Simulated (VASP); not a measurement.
Input of a VASP 6.6.1 run:

INCAR

```
SYSTEM = WS2
ALGO     = Normal         ! electronic algorithm
EDIFF    = 1E-6           ! SCF threshold, eV
ENCUT    = 520            ! plane-wave cutoff, eV
GGA      = PE             ! functional
ISIF     = 2              ! what is computed and relaxed
ISMEAR   = 0              ! smearing method
IVDW     = 12             ! dispersion correction
LASPH    = .TRUE.         ! aspherical terms in the spheres
LCHARG   = .FALSE.        ! write CHGCAR
LREAL    = .FALSE.        ! projectors in reciprocal space
LWAVE    = .FALSE.        ! write WAVECAR
NBANDS   = 35             ! bands
NELM     = 60             ! most SCF steps
PREC     = Accurate       ! precision mode
SIGMA    = 0.05           ! smearing width, eV
```

KPOINTS

```
k-points
0
G
  10 10 3
  0 0 0
```

POSCAR

```
WS2
1.0
   -3.1542061832      0.0000000000      0.0000000000
   -1.5771030916     -2.7316226834      0.0000000000
   -0.6308412366      0.0000000000     12.1399091344
W S
2 4
Direct
    0.2833333333      0.3333333333      0.2500000000
    0.5166666667      0.6666666667      0.7500000000
    0.2092758492      0.3333333333      0.6202874207
    0.6426091825      0.6666666667      0.1202874207
    0.1573908175      0.3333333333      0.8797125793
    0.5907241508      0.6666666667      0.3797125793
```

Potentials or basis: VASP PAW PBE potentials, release 64 (W_sv, S).

The run is started by

```sh
$ cat potpaw_PBE.64/W_sv/POTCAR potpaw_PBE.64/S/POTCAR > POTCAR
$ mpirun -np 1 vasp_std > vasp.out
```

(1) Predict the largest force.

(2) Estimate the band gap on the k mesh.

Answers

(1) 0.119 eV/Å.

(2) 0.95 eV (least direct gap 2.15 eV).

Caveat: spin-orbit coupling is left out, which moves the levels of the heavy elements; an odd mesh through Γ misses points on the zone boundary, where band edges can lie.
